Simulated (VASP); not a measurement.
Input of a VASP 6.6.1 run:

File INCAR:

```
SYSTEM = Li2P
ALGO = Normal
EDIFF = 1E-6
EDIFFG = -0.01
ENCUT = 600
GGA = PE
IBRION = 2
ISIF = 3
ISMEAR = 0
LASPH = .True.
LCHARG = .False.
LREAL = .False.
LWAVE = .False.
NELM = 100
NSW = 100
PREC = Accurate
SIGMA = 0.1
```

Contents of KPOINTS:

```
k-points
0
Gamma
  10 10 8
  0 0 0
```

Contents of POSCAR:

```
Li2P
1.0
    2.4195831606     -3.7347477240      0.0000000000
    2.4195831606      3.7347477240      0.0000000000
   -1.5843960793      0.0000000000      4.5665955448
Li P
4 2
Direct
    0.0805144564      0.3998008002      0.7561560726
    0.6001991998      0.9194855436      0.2438439274
    0.3998008002      0.0805144564      0.7561560726
    0.9194855436      0.6001991998      0.2438439274
    0.7117142473      0.7117142473      0.7119852791
    0.2882857527      0.2882857527      0.2880147209
```

Potentials or basis: VASP PAW PBE potentials, release 64 (Li_sv, P).

Launch:

```bash
$ cat potpaw_PBE.64/Li_sv/POTCAR potpaw_PBE.64/P/POTCAR > POTCAR
$ mpirun -np 1 vasp_std > vasp.out
```

Task: What does it give for the space group after relaxing (to 0.1 Å)?

Result: C2/m (No. 12).

Task: Estimate the band gap on the k mesh.

Result: Zero (bands 11 and 12 overlap by 0.39 eV).

Step by step:
```tsv
step	energy change (eV)	largest force (eV/Å)	pressure (GPa)	volume (Å³)
1	0.0000	0.0396	-0.15	82.53
2	-0.0004	0.0316	-0.05	82.38
3	-0.0007	0.0265	0.12	82.11
4	-0.0010	0.0099	0.06	82.18
```

Caveat: the cutoff is under 1.25 times the usual one of these potentials, so pressure, stress and relaxed cells hold a basis-set (Pulay) error.
